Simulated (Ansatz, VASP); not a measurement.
## One calculation of SrO, two programs

```
Sr O
1.0
     0.00000    2.63404    2.56980
     2.63404    0.00000    2.56980
     2.63404    2.63404    0.00000
Sr O
1 1
Direct
  0.00000 0.00000 0.00000
  0.50000 0.50000 0.50000
```

Change from the starting cell: strain +0.025 along x and y, +0.000 along z, atoms carried along.

Alike in both runs: task single point; functional r2SCAN; k mesh 8 × 8 × 8; occupations gaussian, width 0.05 eV; no spin polarisation.

```csv
,VASP,Ansatz
version,VASP 6.6.1,Ansatz 0.2.0
potentials or method,"VASP PAW PBE potentials, release 64 (Sr_sv, O), cutoff 520 eV","scalar-relativistic, plane waves, PAW"
valence electrons in the cell,16,16
```

|  | VASP | Ansatz | Ansatz less VASP |
| --- | --- | --- | --- |
| gap on the k mesh at the Fermi level (eV) | 3.65 | 3.70 | +0.049 |
| least direct gap on the mesh (eV) | 3.85 | 3.88 | +0.037 |
| pressure (GPa) | -2.7 | -3.1 | -0.45 |
| traceless stress, the component that is largest in VASP (GPa) | 1.96 | 1.86 | -0.102 |

VASP's potentials were made for PBE, not for r2SCAN. The functional is the same, so the differences come from potentials, cutoffs and numerics.
